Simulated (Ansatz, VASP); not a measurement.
**CO2 in VASP and in Ansatz**

```
CELL_PARAMETERS angstrom
6.05774 0.00000 -0.90866
0.00000 6.05774 0.00000
-0.90866 0.00000 5.93658
ATOMIC_POSITIONS crystal
C 0.00000 0.00000 0.00000
C 0.50000 0.00000 0.50000
C 0.50000 0.50000 0.00000
C 0.00000 0.50000 0.50000
O 0.11148 0.11148 0.11148
O 0.38852 0.88852 0.61148
O 0.61148 0.38852 0.88852
O 0.88852 0.61148 0.38852
O 0.88852 0.88852 0.88852
O 0.61148 0.11148 0.38852
O 0.38852 0.61148 0.11148
O 0.11148 0.38852 0.61148
```

Change from the starting cell: engineering shear strain xz -0.3000, normal strain along z -0.0200.

Alike in both runs: task single point; functional PBE; k mesh 4 × 4 × 4; occupations gaussian, width 0.05 eV; no spin polarisation.

|  | VASP | Ansatz |
| --- | --- | --- |
| version | VASP 6.6.1 | Ansatz 0.2.0 |
| potentials or method | VASP PAW PBE potentials, release 64 (C, O), cutoff 520 eV | scalar-relativistic, plane waves, PAW |
| valence electrons in the cell | 64 | 64 |

|  | VASP | Ansatz | Ansatz less VASP |
| --- | --- | --- | --- |
| gap on the k mesh at the Fermi level (eV) | 6.18 | 6.21 | +0.028 |
| least direct gap on the mesh (eV) | 6.18 | 6.21 | +0.028 |
| pressure (GPa) | 12.0 | 10.3 | -1.71 |
| traceless stress, the component that is largest in VASP (GPa) | 30.09 | 29.20 | -0.898 |
| rms of the force components (eV/Å) | 7.220 | 6.797 | -0.4228 |

Atom by atom the forces differ by 0.509 eV/Å (rms over components). The functional is the same, so the differences come from potentials, cutoffs and numerics.

Noted on VASP's run: the standard files for N, O and F lose accuracy on very short bonds.
